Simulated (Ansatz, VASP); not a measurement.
# Rh: VASP beside Ansatz

INCAR

```
SYSTEM = Rh
PREC = Accurate
ENCUT = 520
EDIFF = 1E-7
ISMEAR = 0
SIGMA = 0.15
LREAL = .False.
LASPH = .True.
NELM = 100
ALGO = Fast
ISIF = 2
LWAVE = .False.
LCHARG = .False.
GGA = PS
NBANDS = 22
```

File KPOINTS:

```
regular mesh
0
Gamma
  18 18 12
  0 0 0
```

Contents of POSCAR:

```
Rh
1.0
    2.7719437279      0.0000000000      0.0000000000
   -1.3859718639      2.4005736862      0.0000000000
    0.0000000000      0.0000000000      4.4949163350
Rh
2
Direct
    0.6666666667      0.3333333333      0.7500000000
    0.3333333333      0.6666666667      0.2500000000
```

Input for Ansatz:

```yaml
crystal:
  lattice:
    - [2.7719437279, 0.0, 0.0]
    - [-1.3859718639, 2.4005736862, 0.0]
    - [0.0, 0.0, 4.494916335]
  atoms:
    - { symbol: Rh, position: [0.6666666667, 0.3333333333, 0.75] }
    - { symbol: Rh, position: [0.3333333333, 0.6666666667, 0.25] }
basis:
  ecutwfc: 420
kpoints:
  mp_grid: { grid: [18, 18, 12] }
hamiltonian:
  xc: pbesol
scf:
  occupations: { method: gaussian, width: 0.15 }
output:
  forces: true
  stress: true
  eigenvalues: true
  write_density: true
  write_potential: true
  elf: true
  volumetric_format: npy
```

Change from the starting cell: strain +0.015 along x and y, +0.015 along z, atoms carried along.

Alike in both runs: task single point; functional PBEsol; k mesh 18 × 18 × 12; occupations gaussian, width 0.15 eV; no spin polarisation.

|  | VASP | Ansatz |
| --- | --- | --- |
| version | VASP 6.6.1 | Ansatz 0.2.0 |
| potentials or method | VASP PAW PBE potentials, release 64 (Rh_pv), cutoff 520 eV | scalar-relativistic, plane waves, PAW |
| valence electrons in the cell | 30 | 34 |

```tsv
	VASP	Ansatz	Ansatz less VASP
gap on the k mesh at the Fermi level (eV)	none	none	-
pressure (GPa)	-22.3	-22.3	-0.03
traceless stress, the component that is largest in VASP (GPa)	-1.15	-1.16	-0.008
```

VASP's potentials were made for PBE, not for PBEsol. A gap of «none» marks a metal or a gap that the smearing closes. With one functional, cell and mesh, what is left measures potentials, basis and numerics. VASP's potentials hold 30 valence electrons a cell and Ansatz's 34, so a difference there can come from the potentials and not from the codes.
